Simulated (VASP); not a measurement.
Crystal: As.

```
As
1.0
     2.70368    0.00000    0.00000
     0.00000    2.70368    0.00000
     0.00000    0.00000    2.70368
As
1
Direct
  0.50000 0.50000 0.50000
```

```yaml
Program: VASP 6.6.1
Task: relaxation of cell and atoms
Functional: revPBE
Dispersion: D3(BJ)
Potentials_or_basis: VASP PAW PBE potentials, release 64 (As)
Cutoff: 600 eV
k_mesh: 10 × 10 × 10
Occupations: fermi-dirac, width 0.05 eV
Spin: no spin polarisation
```

At the start: pressure -3.8 GPa; volume 19.76 Å³/atom.

How do energy, volume and symmetry change on relaxing?

Over 3 steps the energy falls by 10.3 meV/atom and the volume is 18.93 Å³/atom (-4.2 %); space group Pm-3m (No. 221, to 0.05 Å).

Step by step:
| step | energy change (eV) | largest force (eV/Å) | pressure (GPa) | volume (Å³) |
| --- | --- | --- | --- | --- |
| 1 | 0.0000 | 0.0000 | -3.78 | 19.76 |
| 2 | -0.0066 | 0.0000 | 2.60 | 18.46 |
| 3 | -0.0103 | 0.0000 | 0.00 | 18.93 |

Final structure:
```
As
1.0
     2.66500    0.00000    0.00000
     0.00000    2.66500    0.00000
     0.00000    0.00000    2.66500
As
1
Direct
  0.50000 0.50000 0.50000
```

Caveat: the PAW data sets were made with another functional, which shifts forces and pressure a little; pairwise dispersion overbinds metals, which lowers pressure and volume.
